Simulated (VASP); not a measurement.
# CdS (Hawleyite) (I-4m2) in VASP: a series of runs

The runs below take CdS (Hawleyite) through single point, with LDA.

Program: VASP 6.6.1. These are calculated values, not measurements. Logs are shortened: lines on timing, memory, paths and dates and some standing lists are left out, and cuts for length are marked.

### 1 The cell of the first run

Symmetry: I-4m2, No. 119, tetragonal system. The conventional cell has a = 4.152 Å, b = 4.152 Å, c = 5.579 Å, α = 90.00°, β = 90.00°, γ = 90.00°. Cd (site symmetry -4m2) has 4 S at 2.50 Å within 3.3 Å. Within 3.3 Å of S (site symmetry -4m2) lie 4 Cd at 2.50 Å.

### 2 Single point, LDA (in-plane strain +0.02, then relaxed in part)

INCAR reads:

```
SYSTEM = CdS
PREC     = Accurate       ! precision mode
ENCUT    = 520            ! plane-wave cutoff, eV
EDIFF    = 1E-7           ! SCF threshold, eV
ISMEAR   = 0              ! smearing method
SIGMA    = 0.01           ! smearing width, eV
LREAL    = .FALSE.        ! projectors in reciprocal space
LASPH    = .TRUE.         ! aspherical terms in the spheres
NELM     = 100            ! most SCF steps
ALGO     = Normal         ! electronic algorithm
ISIF     = 2              ! what is computed and relaxed
LWAVE    = .FALSE.        ! write WAVECAR
LCHARG   = .TRUE.         ! write CHGCAR
GGA      = CA             ! functional
LELF     = .TRUE.         ! ELF
LVHAR    = .TRUE.       
NBANDS   = 16             ! bands
```

KPOINTS reads:

```
Automatic mesh
0
G
  8 8 8
  0 0 0
```

POSCAR reads:

```
CdS
1.0
    2.9358275619      2.9358275619      0.0000000000
   -2.9358275619      2.9358275619      0.0000000000
    0.0000000000      2.9358275619      2.7897083402
Cd S
1 1
Direct
    0.0000000000      0.0000000000      0.0000000000
    0.7500000000      0.2500000000      0.5000000000
```

Potentials or basis: VASP PAW LDA potentials, release 64 (Cd, S).

Launch:

```
$ cat potpaw_LDA.64/Cd/POTCAR potpaw_LDA.64/S/POTCAR > POTCAR
$ mpirun -np 1 vasp_std > vasp.out
```

OUTCAR:

```text
SYSTEM = CdS
   PREC = Accurate
   ENCUT = 520
   EDIFF = 1E-7
   ISMEAR = 0
   LREAL = .FALSE.
   LASPH = .TRUE.
   NELM = 100
   ISIF = 2
   GGA = CA

 ion  position               nearest neighbor table
   1  0.000  0.000  0.000-   2 2.50   2 2.50   2 2.50   2 2.50
   2  0.750  0.250  0.500-   1 2.50   1 2.50   1 2.50   1 2.50

  LATTYP: Found a body centered tetragonal cell.
 ALAT       =     4.1518871548
 C/A-ratio  =     1.3438266678

  Lattice vectors:

 A1 = (   2.9358275619,   0.0000000000,  -2.7897083402)
 A2 = (  -2.9358275619,   0.0000000000,  -2.7897083402)
 A3 = (   0.0000000000,   2.9358275619,   2.7897083402)

Analysis of symmetry for initial positions (statically):
=====================================================================
 Subroutine PRICEL returns:
 Original cell was already a primitive cell.

 Routine SETGRP: Setting up the symmetry group for a
 body centered tetragonal supercell.

 Subroutine GETGRP returns: Found  8 space group operations
 (whereof  8 operations were pure point group operations)
 out of a pool of 16 trial point group operations.

The static configuration has the point symmetry D_2d.

Analysis of symmetry for dynamics (positions and initial velocities):
=====================================================================
 Subroutine PRICEL returns:
 Original cell was already a primitive cell.

 Routine SETGRP: Setting up the symmetry group for a
 body centered tetragonal supercell.

 Subroutine GETGRP returns: Found  8 space group operations
 (whereof  8 operations were pure point group operations)
 out of a pool of 16 trial point group operations.

The dynamic configuration has the point symmetry D_2d.

 Subroutine INISYM returns: Found  8 space group operations
 (whereof  8 operations are pure point group operations),
 and found     1 'primitive' translations

----------------------------------------------------------------------------------------

                                     Primitive cell

  volume of cell :      48.0895

  direct lattice vectors                    reciprocal lattice vectors
     2.935827562  2.935827562  0.000000000     0.170309730  0.170309730 -0.179230206
    -2.935827562  2.935827562  0.000000000    -0.170309730  0.170309730 -0.179230206
     0.000000000  2.935827562  2.789708340     0.000000000  0.000000000  0.358460412

  length of vectors
     4.151887155  4.151887155  4.049883467     0.300223708  0.300223708  0.358460412

[... 74 lines left out ...]
   ISPIN  =      1    spin polarized calculation?
   LNONCOLLINEAR =      F non collinear calculations
   LSORBIT =      F    spin-orbit coupling
   LASPH  =      T    aspherical Exc in radial PAW
   ENCUT  =  520.0 eV  38.22 Ry    6.18 a.u.   7.72  7.72  7.53*2*pi/ulx,y,z
   NELM   =    100;   NELMIN=  2; NELMDL= -5     # of ELM steps
   EDIFF  = 0.1E-06   stopping-criterion for ELM
   LREAL  =      F    real-space projection
   EDIFFG = 0.1E-05   stopping-criterion for IOM
   NSW    =      0    number of steps for IOM
   IBRION =     -1    ionic relax: 0-MD 1-quasi-New 2-CG
   NFREE  =      0    steps in history (QN), initial steepest desc. (CG)
   ISIF   =      2    stress and relaxation
   ISYM   =      2    0-nonsym 1-usesym 2-fastsym
   POTIM  = 0.5000    time-step for ionic-motion
   TEBEG  =    0.0;   TEEND  =   0.0 temperature during run
   PSTRESS=    0.0 pullay stress
   NELECT =      18.0000    total number of electrons
   NUPDOWN=      -1.0000    fix difference up-down
   EMIN   =  10.00;   EMAX   =-10.00  energy-range for DOS
   EFERMI =   0.00;   METHOD = LEGACY
   ISMEAR =     0;   SIGMA  =   0.01  broadening in eV -4-tet -1-fermi 0-gaus
   EFERMI_NEDOS =   21; number of points for ismear=-14 and -15
   IALGO  =     38    algorithm
   IMIX   =      4    mixing-type and parameters
     AMIX     =   0.40;   BMIX     =  1.00
     AMIX_MAG =   1.60;   BMIX_MAG =  1.00
  volume/ion in A,a.u.               =      24.04       162.26
  Fermi-wavevector in a.u.,A,eV,Ry     =   1.179820  2.229536 18.938969  1.391975
  Thomas-Fermi vector in A             =   2.316124
   LORBIT       =      0    0 simple, 1 ext, 2 COOP (PROOUT), +10 PAW based schemes
   GGA     = CA    functional components
   LHFCALC =     F    Hartree Fock is set to
   AEXX    =    0.0000 exact exchange contribution
   IVDW    =     0    specifies the selected vdW correction
   LEPSILON=     F    determine dielectric tensor
   LRPA    =     F    only Hartree local field effects (RPA)
 non-spin polarized calculation
 Gauss-broadening in eV      SIGMA  =   0.01
  energy-cutoff  :      520.00
  volume of cell :       48.09
 maximum number of plane-waves:      1321
   NGX = 15   NGY = 15   NGZ = 15

 number of electron      17.9999998 magnetization

 Free energy of the ion-electron system (eV)
  ---------------------------------------------------
  ext. energy  EPLUGINS =         0.00000000
  ---------------------------------------------------
  free energy    TOTEN  =        -7.40249031 eV

  energy without entropy =       -7.40249031  energy(sigma->0) =       -7.40249031

 E-fermi :   1.6020     XC(G=0):  -9.7307

 val. band max:        1.4974532200   @ k =   0.0000   0.0000   0.0000
 cond. band min:       2.3585020481   @ k =   0.0000   0.0000   0.0000
 fundamental gap:      0.8610488281
 Fermi energy:         1.6020380828

 k-point     1 :       0.0000    0.0000    0.0000
  band No.  band energies     occupation
      1     -11.1447      2.00000
      2      -6.5022      2.00000
      3      -6.5022      2.00000
      4      -6.4736      2.00000
      5      -5.9827      2.00000
      6      -5.9544      2.00000
[... 433 lines left out ...]
      3      -6.3537      2.00000
      4      -6.1015      2.00000
      5      -5.9860      2.00000
      6      -5.9340      2.00000
[... 8 lines left out ...]
     15      12.7909      0.00000
     16      14.0553      0.00000

 [... further k-points ...]
[... 5 lines left out ...]
  --------------------------------------------------------------------------------------
  -------------------------------------------------------------------------------------
  Total       -0.1248982     -0.1248982      0.1545268      0.0000000      0.0000000      0.0000000
  in kB       -4.1611833     -4.1611833      5.1483082      0.0000000      0.0000000      0.0000000
  external PRESSURE =      -1.0580195 kB  Pullay stress =       0.0000000 kB

 VOLUME and BASIS-vectors are now :
 -----------------------------------------------------------------------------
  energy-cutoff  :      520.00
  volume of cell :       48.09
      direct lattice vectors                 reciprocal lattice vectors
     2.935827562  2.935827562  0.000000000     0.170309730  0.170309730 -0.179230206
    -2.935827562  2.935827562  0.000000000    -0.170309730  0.170309730 -0.179230206
     0.000000000  2.935827562  2.789708340     0.000000000  0.000000000  0.358460412

 POSITION                                       TOTAL-FORCE (eV/Angst)
 -----------------------------------------------------------------------------------
      0.00000      0.00000      0.00000        -0.000000      0.000000      0.000000
      1.46791      4.40374      1.39485         0.000000     -0.000000      0.000000
 -----------------------------------------------------------------------------------
    total drift:                               -0.000002     -0.000000     -0.000000

  FREE ENERGIE OF THE ION-ELECTRON SYSTEM (eV)
  ---------------------------------------------------
  free  energy   TOTEN  =        -7.4024903065 eV

  energy  without entropy=       -7.4024903065  energy(sigma->0) =       -7.40249031
```

OSZICAR:

```text
N       E                     dE             d eps       ncg     rms          rms(c)
DAV:   1     0.109339390632E+03    0.10934E+03   -0.91034E+03  1952   0.103E+03
DAV:   2    -0.364116092894E+01   -0.11298E+03   -0.10624E+03  2264   0.258E+02
DAV:   3    -0.789283304754E+01   -0.42517E+01   -0.42422E+01  2296   0.517E+01
DAV:   4    -0.791834774506E+01   -0.25515E-01   -0.25512E-01  2416   0.396E+00
DAV:   5    -0.791867657997E+01   -0.32883E-03   -0.32883E-03  2336   0.425E-01    0.865E+00
DAV:   6    -0.743473879579E+01    0.48394E+00   -0.77126E-01  2864   0.119E+01    0.679E+00
DAV:   7    -0.740795632559E+01    0.26782E-01   -0.15957E-01  2536   0.289E+00    0.313E+00
DAV:   8    -0.740291528832E+01    0.50410E-02   -0.17367E-02  2080   0.166E+00    0.251E-01
DAV:   9    -0.740249377597E+01    0.42151E-03   -0.19478E-03  2584   0.695E-01    0.503E-02
DAV:  10    -0.740248400994E+01    0.97660E-05   -0.16494E-04  2360   0.159E-01    0.548E-02
DAV:  11    -0.740249524820E+01   -0.11238E-04   -0.43510E-05  2328   0.646E-02    0.158E-02
DAV:  12    -0.740249018250E+01    0.50657E-05   -0.16851E-05  2888   0.558E-02    0.701E-03
DAV:  13    -0.740249033245E+01   -0.14996E-06   -0.13735E-06  2096   0.813E-03    0.495E-03
DAV:  14    -0.740249030649E+01    0.25967E-07   -0.45255E-08  1632   0.161E-03
   1 F= -.74024903E+01 E0= -.74024903E+01  d E =-.345981E-52
```

stdout:

```text
POSCAR found type information on POSCAR CdS
 POSCAR found :  2 types and       2 ions
 scaLAPACK will be used
 LDA part: xc-table for (Slater(with rela. corr.)+CA(PZ))
 , standard interpolation
 POSCAR, INCAR and KPOINTS ok, starting setup
 FFT: planning ... GRIDC
 FFT: planning ... GRID_SOFT
 FFT: planning ... GRID
 WAVECAR not read
 entering main loop
```

It took 28 s on 1 thread of Intel Xeon Platinum 8488C (Sapphire Rapids), shared host; peak memory 0.18 GiB.

What came out:

| Property | Result |
| --- | --- |
| Free energy | -7.4025 eV |
| Pressure | -0.1 GPa |
| Band gap on the k mesh | 0.86 eV, direct |

Levels at points of the mesh, in eV from the valence-band top:
| k point | band 5 | band 6 | band 7 | band 8 | band 9 | band 10 | band 11 | band 12 | band 13 | band 14 |
| --- | --- | --- | --- | --- | --- | --- | --- | --- | --- | --- |
| (0.00, 0.00, 0.00) | -7.48 | -7.45 | -0.15 | -0.15 | 0.00 | 0.86 | 6.27 | 6.27 | 6.29 | 11.04 |
| (0.50, 0.00, 0.00) | -7.41 | -7.05 | -4.80 | -1.01 | -0.80 | 2.71 | 6.55 | 6.97 | 7.26 | 10.74 |
| (0.50, 0.50, 0.00) | -7.37 | -7.03 | -4.39 | -2.09 | -2.00 | 3.23 | 4.27 | 8.81 | 10.35 | 10.93 |
| (0.00, 0.00, 0.50) | -7.36 | -6.91 | -4.07 | -2.27 | -2.27 | 3.04 | 3.80 | 9.36 | 10.55 | 10.55 |

Caveat: the cell differs from its parent crystal (in-plane strain +0.02, then relaxed in part).

### 3 Single point, LDA (in-plane strain +0.02)

INCAR reads:

```
SYSTEM = CdS
ALGO     = Normal         ! electronic algorithm
EDIFF    = 1E-7           ! SCF threshold, eV
ENCUT    = 520            ! plane-wave cutoff, eV
ISIF     = 2              ! what is computed and relaxed
ISMEAR   = 0              ! smearing method
LASPH    = .True.         ! aspherical terms in the spheres
LCHARG   = .False.        ! write CHGCAR
LREAL    = .False.        ! projectors in reciprocal space
LWAVE    = .False.        ! write WAVECAR
NBANDS   = 16             ! bands
NELM     = 60             ! most SCF steps
PREC     = Accurate       ! precision mode
SIGMA    = 0.01           ! smearing width, eV
```

KPOINTS reads:

```
k-points
0
Gamma
  8 8 8
  0 0 0
```

POSCAR: that of step 2 with these lines changed.

```diff
@@ -4,3 +4,3 @@
    -2.9358275619      2.9358275619      0.0000000000
-    0.0000000000      2.9358275619      2.7897083402
+    0.0000000000      2.9358275619      2.8437231678
 Cd S
```

Potentials or basis: VASP PAW LDA potentials, release 64 (Cd, S).

Launch:

```
$ cat potpaw_LDA.64/Cd/POTCAR potpaw_LDA.64/S/POTCAR > POTCAR
$ mpirun -np 1 vasp_std > vasp.out
```

Wall time 25 s (1 thread of Intel Xeon Platinum 8488C (Sapphire Rapids), shared host); peak memory 0.18 GiB.

The run converged. Its results:

* Free energy: -7.4016 eV
* Pressure: -1.3 GPa
* Band gap on the k mesh: 0.86 eV, direct

Stress tensor (GPa, compression positive):
```
-1.51  0.00  0.00
 0.00 -1.51  0.00
 0.00  0.00 -0.86
```

Levels at points of the mesh, in eV from the valence-band top:
```tsv
k point	band 5	band 6	band 7	band 8	band 9	band 10	band 11	band 12	band 13	band 14
(0.00, 0.00, 0.00)	-7.39	-7.38	-0.09	-0.09	0.00	0.86	6.30	6.30	6.31	11.07
(0.50, 0.00, 0.00)	-7.34	-6.99	-4.65	-0.91	-0.78	2.73	6.66	6.91	7.21	10.73
(0.50, 0.50, 0.00)	-7.29	-6.95	-4.23	-2.01	-1.95	3.27	4.22	8.84	10.38	10.75
(0.00, 0.00, 0.50)	-7.29	-6.88	-4.04	-2.11	-2.11	3.15	3.93	9.16	10.50	10.50
```

Caveat: the cell differs from its parent crystal (in-plane strain +0.02).
